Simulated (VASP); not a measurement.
Set up this calculation in VASP 6.6.1, as the native input.

```
Task                   : single point
Functional             : r2SCAN
Potentials or basis    : VASP PAW PBE potentials, release 64 (Zn)
Cutoff                 : 550 eV
k mesh                 : 12 × 12 × 12
Occupations            : fermi-dirac, width 0.1 eV
Spin                   : no spin polarisation
Dipole correction      : no
Further INCAR settings : ALGO = Normal; EDIFF = 1e-06; NBANDS = 12
```

Zn:

```
CELL_PARAMETERS angstrom
2.58116 0.00000 0.00000
0.00000 2.58116 0.00000
0.00000 0.00000 2.58116
ATOMIC_POSITIONS crystal
Zn 0.00000 0.00000 0.00000
```

This isn't the form of Zn at room conditions, which is hcp.

One way to write it, as run:

POSCAR

```
Zn
1.0
    2.5811580167      0.0000000000      0.0000000000
    0.0000000000      2.5811580167      0.0000000000
    0.0000000000      0.0000000000      2.5811580167
Zn
1
Direct
    0.0000000000      0.0000000000      0.0000000000
```

INCAR.step1

```
SYSTEM = Zn
ALGO = Normal
EDIFF = 1E-5
ENCUT = 550
GGA = PE
GGA_COMPAT = .FALSE.
ISMEAR = -1
LASPH = .TRUE.
LCHARG = .FALSE.
LREAL = .FALSE.
LWAVE = .TRUE.
NBANDS = 12
NELM = 120
PREC = Accurate
SIGMA = 0.1
```

INCAR.step2

```
SYSTEM = Zn
ALGO = Normal
EDIFF = 1E-6
ENCUT = 550
GGA_COMPAT = .FALSE.
ISIF = 2
ISMEAR = -1
ISTART = 1
LASPH = .TRUE.
LCHARG = .FALSE.
LMIXTAU = .TRUE.
LREAL = .FALSE.
LWAVE = .FALSE.
METAGGA = R2SCAN
NBANDS = 12
NELM = 120
PREC = Accurate
SIGMA = 0.1
```

KPOINTS

```
k-points
0
G
  12 12 12
  0 0 0
```

Potentials or basis: VASP PAW PBE potentials, release 64 (Zn).

The run is started by

```sh
$ cat potpaw_PBE.64/Zn/POTCAR > POTCAR
$ cp INCAR.step1 INCAR
$ mpirun -np 1 vasp_std > vasp.out
$ cp INCAR.step2 INCAR
$ mpirun -np 1 vasp_std > vasp.out
```

It gave:

- Pressure: 0.2 GPa
- Band gap on the k mesh: zero (bands 6 and 7 overlap by 8.92 eV)

Caveat: the PAW data sets were made with another functional, which shifts forces and pressure a little.

It took 20 s on 1 thread of Intel(R) Xeon(R) 6975P-C (Granite Rapids) (shared host), peak memory 0.13 GiB.
